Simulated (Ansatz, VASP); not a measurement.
**AlN in VASP and in Ansatz**

```
Al N
1.0
     0.00000    2.00832    2.00832
     2.00832    0.00000    2.00832
     2.00832    2.00832    0.00000
Al N
1 1
Direct
  0.50000 0.50000 0.50000
  0.00000 0.00000 0.00000
```

Alike in both runs: functional PBEsol; dispersion D3(BJ); k mesh 10 × 10 × 10; occupations gaussian, width 0.02 eV; no spin polarisation.

Ansatz relaxed the structure, and its values are those at the end. VASP's run is a single point on that final structure, the one shown.

```csv
,VASP,Ansatz
version,VASP 6.6.1,Ansatz 0.2.0
potentials or method,"VASP PAW PBE potentials, release 64 (Al, N), cutoff 600 eV","scalar-relativistic, plane waves, PAW"
valence electrons in the cell,8,8
```

|  | VASP | Ansatz | Ansatz less VASP |
| --- | --- | --- | --- |
| gap on the k mesh at the Fermi level (eV) | 4.75 | 4.75 | +0.005 |
| least direct gap on the mesh (eV) | 5.96 | 5.94 | -0.022 |
| pressure (GPa) | -0.2 | 0.0 | +0.24 |

VASP's potentials were made for PBE, not for PBEsol.
